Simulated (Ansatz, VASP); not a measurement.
## GaP in VASP and in Ansatz

```xyz
2
Lattice="0.0000 2.8343 2.7252 2.8343 0.0000 2.7252 2.8343 2.8343 0.0000" Properties=species:S:1:pos:R:3 pbc="T T T"
Ga    0.0000    0.0000    0.0000
P     4.2514    4.2514    4.0879
```

Change from the starting cell: strain +0.040 along x and y, +0.000 along z, atoms carried along.

Alike in both runs: task single point; functional PBE; k mesh 8 × 8 × 8; occupations gaussian, width 0.05 eV; no spin polarisation.

|  | VASP | Ansatz |
| --- | --- | --- |
| version | VASP 6.6.1 | Ansatz 0.2.0 |
| potentials or method | VASP PAW PBE potentials, release 64 (Ga_d, P), cutoff 520 eV | scalar-relativistic, plane waves, PAW |
| valence electrons in the cell | 18 | 18 |

```csv
,VASP,Ansatz,Ansatz less VASP
gap on the k mesh at the Fermi level (eV),1.05,1.05,+0.003
least direct gap on the mesh (eV),1.05,1.05,+0.003
pressure (GPa),-3.4,-3.3,+0.05
"traceless stress, the component that is largest in VASP (GPa)",1.76,1.75,-0.003
```
